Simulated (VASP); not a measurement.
# Cl (Fd-3m) in VASP: notebook

The runs below take Cl through single point, with LDA.

Program: VASP 6.6.1. These are calculated values, not measurements. Logs are shortened: lines on timing, memory, paths and dates and some standing lists are left out, and cuts for length are marked.

### 1 The cell of the first run

It takes space group Fd-3m (No. 227, cubic). Conventional cell: a = 5.520 Å, b = 5.520 Å, c = 5.520 Å, α = 90.00°, β = 90.00°, γ = 90.00°. Within 3.2 Å of Cl (site symmetry -43m) lie 4 Cl at 2.39 Å.

### 2 Single point, LDA

INCAR reads:

```
SYSTEM = Cl
  ALGO = Normal
  EDIFF = 1E-6
  ENCUT = 500
  GGA = CA
  GGA_COMPAT = .False.
  ISIF = 2
  ISMEAR = -1
  LASPH = .True.
  LCHARG = .False.
  LREAL = .False.
  LWAVE = .False.
  NBANDS = 14
  NELM = 120
  PREC = Accurate
  SIGMA = 0.1
```

KPOINTS reads:

```
k-points
0
Gamma
  12 12 12
  0 0 0
```

POSCAR reads:

```
Cl
1.0
    0.0000000000      2.7600641798      2.7600641798
    2.7600641798      0.0000000000      2.7600641798
    2.7600641798      2.7600641798      0.0000000000
Cl
2
Direct
   -0.1250000000     -0.1250000000     -0.1250000000
    0.1250000000      0.1250000000      0.1250000000
```

Potentials or basis: VASP PAW LDA potentials, release 64 (Cl).

Started as:

```sh
$ cat potpaw_LDA.64/Cl/POTCAR > POTCAR
$ mpirun -np 1 vasp_std > vasp.out
```

OUTCAR:

```text
SYSTEM = Cl
   EDIFF = 1E-6
   ENCUT = 500
   GGA = CA
   ISIF = 2
   ISMEAR = -1
   LASPH = .True.
   LREAL = .False.
   NELM = 120
   PREC = Accurate

 ion  position               nearest neighbor table
   1  0.875  0.875  0.875-   2 2.39   2 2.39   2 2.39   2 2.39
   2  0.125  0.125  0.125-   1 2.39   1 2.39   1 2.39   1 2.39

  LATTYP: Found a face centered cubic cell.
 ALAT       =     5.5201283596

  Lattice vectors:

 A1 = (   0.0000000000,   2.7600641798,   2.7600641798)
 A2 = (   2.7600641798,   0.0000000000,   2.7600641798)
 A3 = (   2.7600641798,   2.7600641798,   0.0000000000)

Analysis of symmetry for initial positions (statically):
=====================================================================
 Subroutine PRICEL returns:
 Original cell was already a primitive cell.

 Routine SETGRP: Setting up the symmetry group for a
 face centered cubic supercell.

 Subroutine GETGRP returns: Found 48 space group operations
 (whereof 12 operations were pure point group operations)
 out of a pool of 48 trial point group operations.

The static configuration has the point symmetry D_3d.
 The point group associated with its full space group is O_h .

Analysis of symmetry for dynamics (positions and initial velocities):
=====================================================================
 Subroutine PRICEL returns:
 Original cell was already a primitive cell.

 Routine SETGRP: Setting up the symmetry group for a
 face centered cubic supercell.

 Subroutine GETGRP returns: Found 48 space group operations
 (whereof 12 operations were pure point group operations)
 out of a pool of 48 trial point group operations.

The dynamic configuration has the point symmetry D_3d.
 The point group associated with its full space group is O_h .

 Subroutine INISYM returns: Found 48 space group operations
 (whereof 12 operations are pure point group operations),
 and found     1 'primitive' translations

----------------------------------------------------------------------------------------

                                     Primitive cell

  volume of cell :      42.0521

  direct lattice vectors                    reciprocal lattice vectors
     0.000000000  2.760064180  2.760064180    -0.181155208  0.181155208  0.181155208
     2.760064180  0.000000000  2.760064180     0.181155208 -0.181155208  0.181155208
     2.760064180  2.760064180  0.000000000     0.181155208  0.181155208 -0.181155208

  length of vectors
     3.903320196  3.903320196  3.903320196     0.313770024  0.313770024  0.313770024

  position of ions in fractional coordinates (direct lattice)
     0.875000000  0.875000000  0.875000000
     0.125000000  0.125000000  0.125000000

  ion indices of the primitive-cell ions
   primitive index   ion index
                 1           1
                 2           2

----------------------------------------------------------------------------------------

 KPOINTS: k-points

Automatic generation of k-mesh.
 Grid dimensions read from file:
 generate k-points for:   12   12   12

 Generating k-lattice:

  Cartesian coordinates                     Fractional coordinates (reciprocal lattice)
    -0.015096267  0.015096267  0.015096267     0.083333333  0.000000000  0.000000000
     0.015096267 -0.015096267  0.015096267     0.000000000  0.083333333  0.000000000
     0.015096267  0.015096267 -0.015096267     0.000000000  0.000000000  0.083333333

  Length of vectors
     0.026147502  0.026147502  0.026147502

  Shift w.r.t. Gamma in fractional coordinates (k-lattice)
     0.000000000  0.000000000  0.000000000

 Subroutine IBZKPT returns following result:
 ===========================================

 Found     72 irreducible k-points:

 Following reciprocal coordinates:
            Coordinates               Weight
  0.000000  0.000000  0.000000      1.000000
  0.083333  0.000000  0.000000      8.000000
  0.166667  0.000000  0.000000      8.000000
  0.250000  0.000000  0.000000      8.000000
  0.333333  0.000000  0.000000      8.000000
  0.416667  0.000000  0.000000      8.000000
[... 16 lines left out ...]
  0.500000  0.166667  0.000000     24.000000
 -0.416667  0.166667  0.000000     24.000000
 [... further k-points ...]
   k-points           NKPTS =     72   k-points in BZ     NKDIM =     72   number of bands    NBANDS=     14
   number of dos      NEDOS =    301   number of ions     NIONS =      2
   total plane-waves  NPLWV =  21952
   dimension x,y,z NGX =    28 NGY =   28 NGZ =   28
   dimension x,y,z NGXF=    56 NGYF=   56 NGZF=   56
   ions per type =               2
   NGX,Y,Z   is equivalent  to a cutoff of  11.93, 11.93, 11.93 a.u.
   NGXF,Y,Z  is equivalent  to a cutoff of  23.85, 23.85, 23.85 a.u.
 SYSTEM =  Cl
   PREC   = accura    normal or accurate (medium, high low for compatibility)
   ISTART =      0    job   : 0-new  1-cont  2-samecut
   ICHARG =      2    charge: 1-file 2-atom 10-const
   ISPIN  =      1    spin polarized calculation?
   LNONCOLLINEAR =      F non collinear calculations
   LSORBIT =      F    spin-orbit coupling
   LASPH  =      T    aspherical Exc in radial PAW
   ENCUT  =  500.0 eV  36.75 Ry    6.06 a.u.   7.12  7.12  7.12*2*pi/ulx,y,z
   NELM   =    120;   NELMIN=  2; NELMDL= -5     # of ELM steps
   EDIFF  = 0.1E-05   stopping-criterion for ELM
   LREAL  =      F    real-space projection
   EDIFFG = 0.1E-04   stopping-criterion for IOM
   NSW    =      0    number of steps for IOM
   IBRION =     -1    ionic relax: 0-MD 1-quasi-New 2-CG
   NFREE  =      0    steps in history (QN), initial steepest desc. (CG)
   ISIF   =      2    stress and relaxation
   ISYM   =      2    0-nonsym 1-usesym 2-fastsym
   POTIM  = 0.5000    time-step for ionic-motion
   TEBEG  =    0.0;   TEEND  =   0.0 temperature during run
   PSTRESS=    0.0 pullay stress
   NELECT =      14.0000    total number of electrons
   NUPDOWN=      -1.0000    fix difference up-down
   EMIN   =  10.00;   EMAX   =-10.00  energy-range for DOS
   EFERMI =   0.00;   METHOD = LEGACY
   ISMEAR =    -1;   SIGMA  =   0.10  broadening in eV -4-tet -1-fermi 0-gaus
   EFERMI_NEDOS =   21; number of points for ismear=-14 and -15
   IALGO  =     38    algorithm
   IMIX   =      4    mixing-type and parameters
     AMIX     =   0.40;   BMIX     =  1.00
     AMIX_MAG =   1.60;   BMIX_MAG =  1.00
  volume/ion in A,a.u.               =      21.03       141.89
  Fermi-wavevector in a.u.,A,eV,Ry     =   1.134632  2.144143 17.515999  1.287390
  Thomas-Fermi vector in A             =   2.271336
   LORBIT       =      0    0 simple, 1 ext, 2 COOP (PROOUT), +10 PAW based schemes
   GGA     = CA    functional components
   LHFCALC =     F    Hartree Fock is set to
   AEXX    =    0.0000 exact exchange contribution
   IVDW    =     0    specifies the selected vdW correction
   LEPSILON=     F    determine dielectric tensor
   LRPA    =     F    only Hartree local field effects (RPA)
 non-spin polarized calculation
  energy-cutoff  :      500.00
  volume of cell :       42.05
 maximum number of plane-waves:      1090
   NGX = 15   NGY = 15   NGZ = 15

 number of electron      14.0000002 magnetization

 Free energy of the ion-electron system (eV)
  ---------------------------------------------------
  ext. energy  EPLUGINS =         0.00000000
  ---------------------------------------------------
  free energy    TOTEN  =        -2.13487973 eV

  energy without entropy =       -2.05547037  energy(sigma->0) =       -2.09517505

 E-fermi :   3.5312     XC(G=0):  -9.6122

 val. band max:        3.5281237350   @ k =  -0.2500   0.2500   0.0000
 cond. band min:       3.5375806046   @ k =  -0.3333   0.3333   0.0000
 fundamental gap:      0.0094568696
 Fermi energy:         3.5311930033

 k-point     1 :       0.0000    0.0000    0.0000
  band No.  band energies     occupation
      1     -14.9728      2.00000
      2      -8.7011      2.00000
      3      -1.5877      2.00000
      4      -1.5877      2.00000
      5      -1.5877      2.00000
      6       1.5054      2.00000
      7       1.5054      2.00000
      8       1.5054      2.00000
      9       8.9616      0.00000
     10      12.4401      0.00000
     11      12.4401      0.00000
     12      15.0702      0.00000
     13      15.0702      0.00000
     14      15.0702      0.00000

 k-point     2 :       0.0833    0.0000    0.0000
  band No.  band energies     occupation
      1     -14.9162      2.00000
      2      -8.8475      2.00000
      3      -1.6561      2.00000
      4      -1.6561      2.00000
      5      -1.5987      2.00000
      6       1.5991      2.00000
      7       1.6052      2.00000
      8       1.6052      2.00000
      9       9.1895      0.00000
     10      12.2329      0.00000
     11      12.2329      0.00000
     12      14.8807      0.00000
     13      15.5156      0.00000
     14      15.5156      0.00000

 k-point     3 :       0.1667    0.0000    0.0000
  band No.  band energies     occupation
      1     -14.7508      2.00000
      2      -9.2438      2.00000
      3      -1.8240      2.00000
      4      -1.8240      2.00000
      5      -1.6664      2.00000
      6       1.8558      2.00000
      7       1.8558      2.00000
      8       1.9163      2.00000
      9       9.7633      0.00000
     10      11.9170      0.00000
     11      11.9170      0.00000
     12      14.5443      0.00000
     13      16.4849      0.00000
     14      16.4849      0.00000
[... 324 lines left out ...]
 k-point    23 :       0.5000    0.1667    0.0000
  band No.  band energies     occupation
      1     -13.6060      2.00000
      2     -11.2137      2.00000
      3      -3.2540      2.00000
      4      -2.5952      2.00000
      5      -0.8325      2.00000
      6       2.1750      2.00000
      7       3.1185      1.96825
      8       3.8517      0.07798
      9      10.4278      0.00000
     10      11.3042      0.00000
     11      13.0055      0.00000
     12      14.2892      0.00000
     13      15.1620      0.00000
     14      17.0345      0.00000

 k-point    24 :      -0.4167    0.1667    0.0000
  band No.  band energies     occupation
      1     -13.5656      2.00000
      2     -11.2685      2.00000
      3      -3.3403      2.00000
      4      -2.5130      2.00000
      5      -0.8883      2.00000
      6       2.4085      1.99997
      7       2.9903      1.99109
      8       3.8714      0.06448
      9      10.3408      0.00000
     10      11.7713      0.00000
     11      12.2266      0.00000
     12      14.2837      0.00000
     13      15.9405      0.00000
     14      16.4862      0.00000

 [... further k-points ...]

------------------------ aborting loop because EDIFF is reached ----------------------------------------

  FORCE on cell =-STRESS in cart. coord.  units (eV):
  Direction    XX          YY          ZZ          XY          YZ          ZX
  --------------------------------------------------------------------------------------
  -------------------------------------------------------------------------------------
  Total        4.9825734      4.9825734      4.9825734      0.0000000     -0.0000000      0.0000000
  in kB      189.8352004    189.8352004    189.8352004      0.0000000     -0.0000000      0.0000000
  external PRESSURE =     189.8352004 kB  Pullay stress =       0.0000000 kB

 VOLUME and BASIS-vectors are now :
 -----------------------------------------------------------------------------
  energy-cutoff  :      500.00
  volume of cell :       42.05
      direct lattice vectors                 reciprocal lattice vectors
     0.000000000  2.760064180  2.760064180    -0.181155208  0.181155208  0.181155208
     2.760064180  0.000000000  2.760064180     0.181155208 -0.181155208  0.181155208
     2.760064180  2.760064180  0.000000000     0.181155208  0.181155208 -0.181155208

 POSITION                                       TOTAL-FORCE (eV/Angst)
 -----------------------------------------------------------------------------------
      4.83011      4.83011      4.83011        -0.000000     -0.000000     -0.000000
      0.69002      0.69002      0.69002         0.000000      0.000000      0.000000
 -----------------------------------------------------------------------------------
    total drift:                                0.000000     -0.000000     -0.000000

  FREE ENERGIE OF THE ION-ELECTRON SYSTEM (eV)
  ---------------------------------------------------
  free  energy   TOTEN  =        -2.1348797293 eV

  energy  without entropy=       -2.0554703653  energy(sigma->0) =       -2.09517505
```

Run time: 22 s. Hardware: 1 thread of Intel Xeon 8259CL, shared host; peak memory 0.15 GiB.

What came out:

| Quantity | Value |
| --- | --- |
| Free energy | -2.1349 eV |
| Pressure | 19.0 GPa |
| Band gap on the k mesh | zero (bands 7 and 8 overlap by 2.91 eV) |

Caveat: the cell stands under pressure.

(Continued in part 2 of 2.)
